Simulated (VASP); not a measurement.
# F (P6_3/mmc) in VASP: a series of runs

F is run at these levels: PBEsol; tasks: single point.

All numbers are computed with VASP 6.6.1; they aren't measurements. Logs are shortened: lines on timing, memory, paths and dates and some standing lists are left out, and cuts for length are marked.

## 1. The cell of the first run

It takes space group P6_3/mmc (No. 194, hexagonal). The conventional cell has a = 2.808 Å, b = 2.808 Å, c = 2.871 Å, α = 90.00°, β = 90.00°, γ = 120.00°. F (site symmetry -6m2) has 14 F at 2.17 to 2.87 Å within 2.9 Å.

## 2. Single point, PBEsol (9.80 Å³/atom)

Contents of INCAR:

```
ALGO = Normal ; EDIFF = 1E-6
ENCUT = 520 ; GGA = PS
ISIF = 2 ; ISMEAR = -1
LASPH = True ; LCHARG = False
LREAL = False ; LWAVE = False
NBANDS = 14 ; NELM = 80
PREC = Accurate ; SIGMA = 0.1
```

Contents of KPOINTS:

```
k-points
0
Gamma
  18 18 10
```

Contents of POSCAR:

```
F
1.0
    2.8082979214      0.0000000000      0.0000000000
   -1.4041489607      2.4320573413      0.0000000000
    0.0000000000      0.0000000000      2.8711252228
F
2
Direct
    0.3333333333      0.6666666667      0.2500000000
    0.6666666667      0.3333333333      0.7500000000
```

Potentials or basis: VASP PAW PBE potentials, release 64 (F).

On the command line:

```bash
cat potpaw_PBE.64/F/POTCAR > POTCAR
mpirun -np 1 vasp_std > vasp.out
```

OUTCAR:

```text
EDIFF = 1E-6
   ENCUT = 520
   GGA = PS
   ISIF = 2
   ISMEAR = -1
   LASPH = True
   LREAL = False
   NELM = 80
   PREC = Accurate

 ion  position               nearest neighbor table
   1  0.333  0.667  0.250-
   2  0.667  0.333  0.750-

  LATTYP: Found a hexagonal cell.
 ALAT       =     2.8082979214
 C/A-ratio  =     1.0223720215

  Lattice vectors:

 A1 = (   2.8082979214,   0.0000000000,   0.0000000000)
 A2 = (  -1.4041489607,   2.4320573413,   0.0000000000)
 A3 = (   0.0000000000,   0.0000000000,   2.8711252228)

Analysis of symmetry for initial positions (statically):
=====================================================================
 Subroutine PRICEL returns:
 Original cell was already a primitive cell.

 Routine SETGRP: Setting up the symmetry group for a
 hexagonal supercell.

 Subroutine GETGRP returns: Found 24 space group operations
 (whereof 12 operations were pure point group operations)
 out of a pool of 24 trial point group operations.

The static configuration has the point symmetry D_3d.
 The point group associated with its full space group is D_6h.

Analysis of symmetry for dynamics (positions and initial velocities):
=====================================================================
 Subroutine PRICEL returns:
 Original cell was already a primitive cell.

 Routine SETGRP: Setting up the symmetry group for a
 hexagonal supercell.

 Subroutine GETGRP returns: Found 24 space group operations
 (whereof 12 operations were pure point group operations)
 out of a pool of 24 trial point group operations.

The dynamic configuration has the point symmetry D_3d.
 The point group associated with its full space group is D_6h.

 Subroutine INISYM returns: Found 24 space group operations
 (whereof 12 operations are pure point group operations),
 and found     1 'primitive' translations

----------------------------------------------------------------------------------------

                                     Primitive cell

  volume of cell :      19.6096

  direct lattice vectors                    reciprocal lattice vectors
     2.808297921  0.000000000  0.000000000     0.356087576  0.205587258  0.000000000
    -1.404148961  2.432057341  0.000000000     0.000000000  0.411174516  0.000000000
     0.000000000  0.000000000  2.871125223     0.000000000  0.000000000  0.348295502

  length of vectors
     2.808297921  2.808297921  2.871125223     0.411174516  0.411174516  0.348295502

  position of ions in fractional coordinates (direct lattice)
     0.333333333  0.666666667  0.250000000
     0.666666667  0.333333333  0.750000000

  ion indices of the primitive-cell ions
   primitive index   ion index
                 1           1
                 2           2

----------------------------------------------------------------------------------------

 KPOINTS: k-points

Automatic generation of k-mesh.
 Grid dimensions read from file:
 generate k-points for:   18   18   10

 Generating k-lattice:

  Cartesian coordinates                     Fractional coordinates (reciprocal lattice)
     0.019782643  0.011421514  0.000000000     0.055555556 -0.000000000  0.000000000
     0.000000000  0.022843029  0.000000000     0.000000000  0.055555556  0.000000000
     0.000000000  0.000000000  0.034829550     0.000000000  0.000000000  0.100000000

  Length of vectors
     0.022843029  0.022843029  0.034829550

  Shift w.r.t. Gamma in fractional coordinates (k-lattice)
     0.000000000  0.000000000  0.000000000

 Subroutine IBZKPT returns following result:
 ===========================================

 Found    222 irreducible k-points:

 Following reciprocal coordinates:
            Coordinates               Weight
  0.000000  0.000000  0.000000      1.000000
  0.055556  0.000000  0.000000      6.000000
  0.111111  0.000000  0.000000      6.000000
  0.166667 -0.000000  0.000000      6.000000
  0.222222 -0.000000  0.000000      6.000000
  0.277778 -0.000000  0.000000      6.000000
[... 16 lines left out ...]
  0.333333  0.111111  0.000000     12.000000
  0.388889  0.111111  0.000000     12.000000
 [... further k-points ...]
   k-points           NKPTS =    222   k-points in BZ     NKDIM =    222   number of bands    NBANDS=     14
   number of dos      NEDOS =    301   number of ions     NIONS =      2
   total plane-waves  NPLWV =  13824
   dimension x,y,z NGX =    24 NGY =   24 NGZ =   24
   dimension x,y,z NGXF=    48 NGYF=   48 NGZF=   48
   ions per type =               2
   NGX,Y,Z   is equivalent  to a cutoff of  14.21, 14.21, 13.90 a.u.
   NGXF,Y,Z  is equivalent  to a cutoff of  28.42, 28.42, 27.79 a.u.
 SYSTEM =  unknown system
   PREC   = accura    normal or accurate (medium, high low for compatibility)
   ISTART =      0    job   : 0-new  1-cont  2-samecut
   ICHARG =      2    charge: 1-file 2-atom 10-const
   ISPIN  =      1    spin polarized calculation?
   LNONCOLLINEAR =      F non collinear calculations
   LSORBIT =      F    spin-orbit coupling
   LASPH  =      T    aspherical Exc in radial PAW
   ENCUT  =  520.0 eV  38.22 Ry    6.18 a.u.   5.22  5.22  5.34*2*pi/ulx,y,z
   NELM   =     80;   NELMIN=  2; NELMDL= -5     # of ELM steps
   EDIFF  = 0.1E-05   stopping-criterion for ELM
   LREAL  =      F    real-space projection
   EDIFFG = 0.1E-04   stopping-criterion for IOM
   NSW    =      0    number of steps for IOM
   IBRION =     -1    ionic relax: 0-MD 1-quasi-New 2-CG
   NFREE  =      0    steps in history (QN), initial steepest desc. (CG)
   ISIF   =      2    stress and relaxation
   ISYM   =      2    0-nonsym 1-usesym 2-fastsym
   POTIM  = 0.5000    time-step for ionic-motion
   TEBEG  =    0.0;   TEEND  =   0.0 temperature during run
   PSTRESS=    0.0 pullay stress
   NELECT =      14.0000    total number of electrons
   NUPDOWN=      -1.0000    fix difference up-down
   EMIN   =  10.00;   EMAX   =-10.00  energy-range for DOS
   EFERMI =   0.00;   METHOD = LEGACY
   ISMEAR =    -1;   SIGMA  =   0.10  broadening in eV -4-tet -1-fermi 0-gaus
   EFERMI_NEDOS =   21; number of points for ismear=-14 and -15
   IALGO  =     38    algorithm
   IMIX   =      4    mixing-type and parameters
     AMIX     =   0.40;   BMIX     =  1.00
     AMIX_MAG =   1.60;   BMIX_MAG =  1.00
  volume/ion in A,a.u.               =       9.80        66.17
  Fermi-wavevector in a.u.,A,eV,Ry     =   1.463169  2.764988 29.128214  2.140863
  Thomas-Fermi vector in A             =   2.579296
   LORBIT       =      0    0 simple, 1 ext, 2 COOP (PROOUT), +10 PAW based schemes
   GGA     = PS    functional components
   LHFCALC =     F    Hartree Fock is set to
   AEXX    =    0.0000 exact exchange contribution
   IVDW    =     0    specifies the selected vdW correction
   LEPSILON=     F    determine dielectric tensor
   LRPA    =     F    only Hartree local field effects (RPA)
 non-spin polarized calculation
  energy-cutoff  :      520.00
  volume of cell :       19.61
 maximum number of plane-waves:       540
 NGX is ok and might be reduce to    24
   NGX = 11   NGY = 11   NGZ = 11

 number of electron      14.0000007 magnetization

 Free energy of the ion-electron system (eV)
  ---------------------------------------------------
  ext. energy  EPLUGINS =         0.00000000
  ---------------------------------------------------
  free energy    TOTEN  =        -2.29240118 eV

  energy without entropy =       -2.17330554  energy(sigma->0) =       -2.23285336

 E-fermi :  -2.7277     XC(G=0): -10.6410

 val. band max:       -2.7292426611   @ k =   0.3333   0.2778   0.1000
 cond. band min:      -2.7263083883   @ k =   0.1667   0.0556   0.0000
 fundamental gap:      0.0029342728
 Fermi energy:        -2.7276972995

 k-point     1 :       0.0000    0.0000    0.0000
  band No.  band energies     occupation
      1     -25.3244      2.00000
      2     -21.7327      2.00000
      3      -6.3619      2.00000
      4      -4.8419      2.00000
      5      -4.8419      2.00000
      6      -2.9331      1.77266
      7      -2.9331      1.77266
      8      -2.1963      0.00980
      9      10.0175      0.00000
     10      16.7870      0.00000
     11      24.1913      0.00000
     12      24.1913      0.00000
     13      26.3990      0.00000
     14      27.7437      0.00000

 k-point     2 :       0.0556    0.0000    0.0000
  band No.  band energies     occupation
      1     -25.2967      2.00000
      2     -21.7508      2.00000
      3      -6.3336      2.00000
      4      -4.8798      2.00000
      5      -4.8785      2.00000
      6      -2.9851      1.85828
      7      -2.9104      1.72291
      8      -2.2250      0.01303
      9      10.1330      0.00000
     10      16.8667      0.00000
     11      23.5001      0.00000
     12      24.2794      0.00000
     13      26.3356      0.00000
     14      28.5811      0.00000

 k-point     3 :       0.1111    0.0000    0.0000
  band No.  band energies     occupation
      1     -25.2132      2.00000
      2     -21.8051      2.00000
      3      -6.2497      2.00000
      4      -4.9930      2.00000
      5      -4.9785      2.00000
      6      -3.1245      1.96288
      7      -2.8503      1.54617
      8      -2.3093      0.03002
      9      10.4647      0.00000
     10      17.0945      0.00000
     11      22.2443      0.00000
     12      24.5375      0.00000
     13      26.1403      0.00000
     14      29.3708      0.00000

 k-point     4 :       0.1667   -0.0000    0.0000
  band No.  band energies     occupation
      1     -25.0782      2.00000
      2     -21.8960      2.00000
      3      -6.1137      2.00000
      4      -5.1777      2.00000
      5      -5.1197      2.00000
      6      -3.3111      1.99416
      7      -2.7701      1.20872
      8      -2.4457      0.11255
      9      10.9675      0.00000
     10      17.4358      0.00000
     11      20.9984      0.00000
     12      24.9413      0.00000
     13      25.8100      0.00000
     14      28.7661      0.00000

 k-point     5 :       0.2222   -0.0000    0.0000
  band No.  band energies     occupation
      1     -24.8982      2.00000
      2     -22.0228      2.00000
      3      -5.9313      2.00000
      4      -5.4198      2.00000
      5      -5.2778      2.00000
      6      -3.5016      1.99913
      7      -2.6866      0.79732
      8      -2.6283      0.54018
      9      11.5812      0.00000
     10      17.8332      0.00000
     11      19.9009      0.00000
[... 276 lines left out ...]
 k-point    22 :       0.2778    0.1111    0.0000
  band No.  band energies     occupation
      1     -24.3768      2.00000
      2     -22.4165      2.00000
      3      -6.1869      2.00000
      4      -5.3987      2.00000
      5      -5.3976      2.00000
      6      -3.8359      1.99997
      7      -3.1597      1.97375
      8      -2.5783      0.36660
      9      13.0202      0.00000
     10      18.1858      0.00000
     11      18.7102      0.00000
     12      24.1961      0.00000
     13      26.0586      0.00000
     14      28.3498      0.00000

 k-point    23 :       0.3333    0.1111    0.0000
  band No.  band energies     occupation
      1     -24.1421      2.00000
      2     -22.6095      2.00000
      3      -6.4163      2.00000
      4      -5.4454      2.00000
      5      -5.1539      2.00000
      6      -3.9409      1.99999
      7      -3.4022      1.99765
      8      -2.5432      0.27281
      9      13.4903      0.00000
     10      17.8190      0.00000
     11      18.8676      0.00000
     12      23.8191      0.00000
     13      26.4789      0.00000
     14      28.2662      0.00000

 k-point    24 :       0.3889    0.1111    0.0000
  band No.  band energies     occupation
      1     -23.9457      2.00000
      2     -22.7784      2.00000
      3      -6.5649      2.00000
      4      -5.4724      2.00000
      5      -4.9489      2.00000
      6      -4.0080      1.99999
      7      -3.6063      1.99969
      8      -2.5219      0.22648
      9      13.7894      0.00000
     10      17.6298      0.00000
     11      18.9308      0.00000
     12      23.5761      0.00000
     13      26.9719      0.00000
     14      28.0436      0.00000

 [... further k-points ...]
[... 5 lines left out ...]
  --------------------------------------------------------------------------------------
  -------------------------------------------------------------------------------------
  Total       -0.1097814     -0.1097814     -0.1163421      0.0000000     -0.0000000      0.0000000
  in kB       -8.9695433     -8.9695433     -9.5055756      0.0000000     -0.0000000      0.0000000
  external PRESSURE =      -9.1482207 kB  Pullay stress =       0.0000000 kB

 VOLUME and BASIS-vectors are now :
 -----------------------------------------------------------------------------
  energy-cutoff  :      520.00
  volume of cell :       19.61
      direct lattice vectors                 reciprocal lattice vectors
     2.808297921  0.000000000  0.000000000     0.356087576  0.205587258  0.000000000
    -1.404148961  2.432057341  0.000000000     0.000000000  0.411174516  0.000000000
     0.000000000  0.000000000  2.871125223     0.000000000  0.000000000  0.348295502

 POSITION                                       TOTAL-FORCE (eV/Angst)
 -----------------------------------------------------------------------------------
     -0.00000      1.62137      0.71778        -0.000000      0.000000      0.000000
      1.40415      0.81069      2.15334         0.000000     -0.000000     -0.000000
 -----------------------------------------------------------------------------------
    total drift:                               -0.000000      0.000000     -0.000000

  FREE ENERGIE OF THE ION-ELECTRON SYSTEM (eV)
  ---------------------------------------------------
  free  energy   TOTEN  =        -2.2924011792 eV

  energy  without entropy=       -2.1733055444  energy(sigma->0) =       -2.23285336
```

Run time: 33 s. Hardware: 1 thread of AMD EPYC 7R13 (Zen 3), shared host; peak memory 0.13 GiB.

Results:

```
Free energy            : -2.2924 eV
Pressure               : -0.9 GPa
Band gap on the k mesh : zero (bands 7 and 8 overlap by 1.70 eV)
```

Caveat: the PAW data sets were made with another functional, which shifts forces and pressure a little.

(Part 1 of 2 ends here.)
